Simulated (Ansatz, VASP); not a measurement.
BiTe in VASP and in Ansatz

```xyz
2
Lattice="2.3864 1.3778 3.3671 -2.3864 1.3778 3.3671 0.0000 -2.7555 3.3671" Properties=species:S:1:pos:R:3 pbc="T T T"
Bi    0.0000    0.0000    5.0506
Te    0.0000    0.0000    0.0000
```

Change from the starting cell: strain -0.015 along x and y, +0.015 along z, atoms carried along.

Alike in both runs: task single point; functional PBEsol; k mesh 12 × 12 × 12; occupations gaussian, width 0.15 eV; no spin polarisation.

```csv
,VASP,Ansatz
version,VASP 6.6.1,Ansatz 0.2.0
potentials or method,"VASP PAW PBE potentials, release 64 (Bi_d, Te), cutoff 520 eV","scalar-relativistic, plane waves, PAW"
valence electrons in the cell,21,31
```

```csv
,VASP,Ansatz,Ansatz less VASP
gap on the k mesh at the Fermi level (eV),none,none,-
pressure (GPa),-1.5,-1.5,+0.02
"traceless stress, the component that is largest in VASP (GPa)",-0.28,-0.28,0.000
```

VASP's potentials were made for PBE, not for PBEsol. A gap of «none» marks a metal or a gap that the smearing closes. With one functional, cell and mesh, what is left measures potentials, basis and numerics. VASP's potentials hold 21 valence electrons a cell and Ansatz's 31, so a difference there can come from the potentials and not from the codes.

Spin-orbit coupling is off throughout.
